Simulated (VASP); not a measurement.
# Ru (Im-3m) in VASP: single point with PBE

Aim: the single point of Ru with PBE.

Program: VASP 6.6.1. These are calculated values, not measurements. Logs are shortened: lines on timing, memory, paths and dates and some standing lists are left out, and cuts for length are marked.

**1. The cell of the first run**

It takes space group Im-3m (No. 229, cubic). The conventional cell has a = 4.970 Å, b = 4.970 Å, c = 4.970 Å, α = 90.00°, β = 90.00°, γ = 90.00°. Within 3.3 Å of Ru (site symmetry 4/mmm) lie 4 Ru at 2.48 Å.

**2. Single point, PBE**

Input file INCAR:

```
  PREC = Accurate
  ENCUT = 520
  EDIFF = 1E-6
  ISMEAR = 0
  SIGMA = 0.1
  LREAL = False
  LASPH = True
  NELM = 100
  ALGO = Normal
  ISIF = 2
  LWAVE = False
  LCHARG = True
  GGA = PE
  LELF = True
  LVHAR = True
  NBANDS = 28
```

Input file KPOINTS:

```
regular mesh
0
Gamma
  6 6 6
```

Input file POSCAR:

```
Ru
1.0
   -2.4848425200      2.4848425200      2.4848425200
    2.4848425200     -2.4848425200      2.4848425200
    2.4848425200      2.4848425200     -2.4848425200
Ru
3
Direct
    0.0000000000      0.5000000000      0.5000000000
    0.5000000000      0.0000000000      0.5000000000
    0.5000000000      0.5000000000      0.0000000000
```

Potentials or basis: VASP PAW PBE potentials, release 64 (Ru_pv).

On the command line:

```bash
$ cat potpaw_PBE.64/Ru_pv/POTCAR > POTCAR
$ mpirun -np 1 vasp_std > vasp.out
```

OUTCAR:

```text
PREC = Accurate
   ENCUT = 520
   EDIFF = 1E-6
   ISMEAR = 0
   LREAL = False
   LASPH = True
   NELM = 100
   ISIF = 2
   GGA = PE

 ion  position               nearest neighbor table
   1  0.000  0.500  0.500-   2 2.48   3 2.48   3 2.48   2 2.48
   2  0.500  0.000  0.500-   1 2.48   3 2.48   3 2.48   1 2.48
   3  0.500  0.500  0.000-   1 2.48   2 2.48   2 2.48   1 2.48

  LATTYP: Found a body centered cubic cell.
 ALAT       =     4.9696850400

  Lattice vectors:

 A1 = (  -2.4848425200,   2.4848425200,   2.4848425200)
 A2 = (   2.4848425200,  -2.4848425200,   2.4848425200)
 A3 = (   2.4848425200,   2.4848425200,  -2.4848425200)

Analysis of symmetry for initial positions (statically):
=====================================================================
 Subroutine PRICEL returns:
 Original cell was already a primitive cell.

 Routine SETGRP: Setting up the symmetry group for a
 body centered cubic supercell.

 Subroutine GETGRP returns: Found 48 space group operations
 (whereof 48 operations were pure point group operations)
 out of a pool of 48 trial point group operations.

The static configuration has the point symmetry O_h .

Analysis of symmetry for dynamics (positions and initial velocities):
=====================================================================
 Subroutine PRICEL returns:
 Original cell was already a primitive cell.

 Routine SETGRP: Setting up the symmetry group for a
 body centered cubic supercell.

 Subroutine GETGRP returns: Found 48 space group operations
 (whereof 48 operations were pure point group operations)
 out of a pool of 48 trial point group operations.

The dynamic configuration has the point symmetry O_h .

 Subroutine INISYM returns: Found 48 space group operations
 (whereof 48 operations are pure point group operations),
 and found     1 'primitive' translations

----------------------------------------------------------------------------------------

                                     Primitive cell

  volume of cell :      61.3701

  direct lattice vectors                    reciprocal lattice vectors
    -2.484842520  2.484842520  2.484842520     0.000000000  0.201219995  0.201219995
     2.484842520 -2.484842520  2.484842520     0.201219995  0.000000000  0.201219995
     2.484842520  2.484842520 -2.484842520     0.201219995  0.201219995  0.000000000

  length of vectors
[... 71 lines left out ...]
   LSORBIT =      F    spin-orbit coupling
   LASPH  =      T    aspherical Exc in radial PAW
   ENCUT  =  520.0 eV  38.22 Ry    6.18 a.u.   8.00  8.00  8.00*2*pi/ulx,y,z
   NELM   =    100;   NELMIN=  2; NELMDL= -5     # of ELM steps
   EDIFF  = 0.1E-05   stopping-criterion for ELM
   LREAL  =      F    real-space projection
   EDIFFG = 0.1E-04   stopping-criterion for IOM
   NSW    =      0    number of steps for IOM
   IBRION =     -1    ionic relax: 0-MD 1-quasi-New 2-CG
   NFREE  =      0    steps in history (QN), initial steepest desc. (CG)
   ISIF   =      2    stress and relaxation
   ISYM   =      2    0-nonsym 1-usesym 2-fastsym
   POTIM  = 0.5000    time-step for ionic-motion
   TEBEG  =    0.0;   TEEND  =   0.0 temperature during run
   PSTRESS=    0.0 pullay stress
   NELECT =      42.0000    total number of electrons
   NUPDOWN=      -1.0000    fix difference up-down
   EMIN   =  10.00;   EMAX   =-10.00  energy-range for DOS
   EFERMI =   0.00;   METHOD = LEGACY
   ISMEAR =     0;   SIGMA  =   0.10  broadening in eV -4-tet -1-fermi 0-gaus
   EFERMI_NEDOS =   21; number of points for ismear=-14 and -15
   IALGO  =     38    algorithm
   IMIX   =      4    mixing-type and parameters
     AMIX     =   0.40;   BMIX     =  1.00
     AMIX_MAG =   1.60;   BMIX_MAG =  1.00
  volume/ion in A,a.u.               =      20.46       138.05
  Fermi-wavevector in a.u.,A,eV,Ry     =   1.442688  2.726285 28.318464  2.081348
  Thomas-Fermi vector in A             =   2.561180
   LORBIT       =      0    0 simple, 1 ext, 2 COOP (PROOUT), +10 PAW based schemes
   GGA     = PE    functional components
   LHFCALC =     F    Hartree Fock is set to
   AEXX    =    0.0000 exact exchange contribution
   IVDW    =     0    specifies the selected vdW correction
   LEPSILON=     F    determine dielectric tensor
   LRPA    =     F    only Hartree local field effects (RPA)
 non-spin polarized calculation
 Gauss-broadening in eV      SIGMA  =   0.10
  energy-cutoff  :      520.00
  volume of cell :       61.37
 maximum number of plane-waves:      1686
   NGX = 15   NGY = 15   NGZ = 15

 number of electron      42.0000007 magnetization

 Free energy of the ion-electron system (eV)
  ---------------------------------------------------
  ext. energy  EPLUGINS =         0.00000000
  ---------------------------------------------------
  free energy    TOTEN  =       -22.33256777 eV

  energy without entropy =      -22.30804053  energy(sigma->0) =      -22.32030415

 E-fermi :   7.0038     XC(G=0): -11.4355

 val. band max:        6.9946102606   @ k =   0.3333   0.1667   0.1667
 cond. band min:       7.0126751271   @ k =  -0.1667   0.1667   0.1667
 fundamental gap:      0.0180648665
 Fermi energy:         7.0037779761

 k-point     1 :       0.0000    0.0000    0.0000
  band No.  band energies     occupation
      1     -36.3299      2.00000
      2     -36.3299      2.00000
      3     -36.3299      2.00000
      4     -35.4244      2.00000
      5     -35.4244      2.00000
      6     -35.4244      2.00000
[... 485 lines left out ...]
     27       8.2325      0.00000
     28      13.5780      0.00000

------------------------ aborting loop because EDIFF is reached ----------------------------------------

  FORCE on cell =-STRESS in cart. coord.  units (eV):
  Direction    XX          YY          ZZ          XY          YZ          ZX
  --------------------------------------------------------------------------------------
  -------------------------------------------------------------------------------------
  Total       -6.0525067     -6.0525067     -6.0525067     -0.0000000     -0.0000000     -0.0000000
  in kB     -158.0117056   -158.0117056   -158.0117056     -0.0000000     -0.0000000     -0.0000000
  external PRESSURE =    -158.0117056 kB  Pullay stress =       0.0000000 kB

 VOLUME and BASIS-vectors are now :
 -----------------------------------------------------------------------------
  energy-cutoff  :      520.00
  volume of cell :       61.37
      direct lattice vectors                 reciprocal lattice vectors
    -2.484842520  2.484842520  2.484842520     0.000000000  0.201219995  0.201219995
     2.484842520 -2.484842520  2.484842520     0.201219995  0.000000000  0.201219995
     2.484842520  2.484842520 -2.484842520     0.201219995  0.201219995  0.000000000

 POSITION                                       TOTAL-FORCE (eV/Angst)
 -----------------------------------------------------------------------------------
      2.48484      0.00000      0.00000         0.000000     -0.000000      0.000000
      0.00000      2.48484      0.00000        -0.000000      0.000000     -0.000000
      0.00000      0.00000      2.48484        -0.000000      0.000000     -0.000000
 -----------------------------------------------------------------------------------
    total drift:                               -0.000000     -0.000000      0.000000

  FREE ENERGIE OF THE ION-ELECTRON SYSTEM (eV)
  ---------------------------------------------------
  free  energy   TOTEN  =       -22.3325677662 eV

  energy  without entropy=      -22.3080405346  energy(sigma->0) =      -22.32030415
```

It took 17 s on 1 thread of Intel Xeon Platinum 8488C (Sapphire Rapids), shared host; peak memory 0.17 GiB.

Results:

* Free energy: -22.3326 eV
* Pressure: -15.8 GPa
* Band gap on the k mesh: zero (band 21 reaches 7.96 eV, above the bottom of band 22 at 6.17 eV)
